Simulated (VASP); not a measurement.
Runs of VASP 6.6.1 on Nb2B. The structure is that of space group P6/mmm (No. 191), or close to it. The cells are those of the table. 

| task | spin | cell | k mesh | cutoff (eV) | gap on the mesh (eV) | pressure (GPa) |
| --- | --- | --- | --- | --- | --- | --- |
| single point | off | a = 4.316, b = 4.316, c = 2.646 Å, angles 90.0, 90.0, 120.0°, 3 atoms | 6 × 6 × 6 | 520 | none | (a) |
| single point | off | a = 4.397, b = 4.397, c = 2.673 Å, angles 90.0, 90.0, 120.0°, 3 atoms | 6 × 6 × 6 | 520 | none | -0.1 |
| single point | collinear, ferromagnetic start | a = 4.397, b = 4.397, c = 2.673 Å, angles 90.0, 90.0, 120.0°, 3 atoms | 6 × 6 × 6 | 520 | none | -0.1 |
| single point | off | a = 4.408, b = 4.408, c = 2.669 Å, angles 90.0, 90.0, 120.0°, 3 atoms | 12 × 12 × 18 | 520 | none | -0.2 |
| relaxation of cell and atoms | off | relaxed from a = 4.397, b = 4.397, c = 2.673 Å, angles 90.0, 90.0, 120.0°, 3 atoms | 12 × 12 × 18 | 600 | none | -0.1 |

Alike in all rows: level PBE; potentials or basis VASP PAW PBE potentials, release 64 (Nb_sv, B); smearing gaussian 0.1 eV.

**Question.** Estimate the missing entries.

**Answer.** (a) 8.4.

Caveats: some runs use coarse meshes.

A k mesh can miss the band edges, and the runs leave out spin-orbit coupling on Nb.

A gap of «none» marks levels without a gap at the run's occupations.
